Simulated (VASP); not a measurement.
Input of a VASP 6.6.1 run:

Contents of INCAR:

```
SYSTEM = In
ALGO = Fast
EDIFF = 1E-7
ENCUT = 520
GGA = PE
ISIF = 2
ISMEAR = 0
LASPH = .True.
LCHARG = .True.
LELF = .True.
LREAL = .False.
LVHAR = .True.
LWAVE = .False.
NBANDS = 48
NELM = 60
PREC = Accurate
SIGMA = 0.1
```

KPOINTS

```
k-points
0
Gamma
  10 10 4
  0 0 0
```

POSCAR

```
In
1.0
    3.8301665384      0.0000000000      0.0000000000
    0.0000000000      3.8301665384      0.0000000000
    0.0000000000      0.0000000000     11.3662762941
In
6
Direct
    0.0000000000      0.0000000000      0.8332987391
    0.0000000000      0.0000000000      0.1667012609
    0.0000000000      0.0000000000      0.5000000000
    0.5000000000      0.5000000000      0.0000000000
    0.5000000000      0.5000000000      0.3333441008
    0.5000000000      0.5000000000      0.6666558992
```

Potentials or basis: VASP PAW PBE potentials, release 64 (In_d).

The run is started by

```sh
$ cat potpaw_PBE.64/In_d/POTCAR > POTCAR
$ mpirun -np 1 vasp_std > vasp.out
```

Problem. What does it give for the pressure?

Solution. 0.0 GPa.

Problem. What does it give for the band gap on the k mesh?

Solution. Zero (bands 39 and 40 overlap by 4.21 eV).

Caveat: spin-orbit coupling is left out, which moves the levels of the heavy elements.
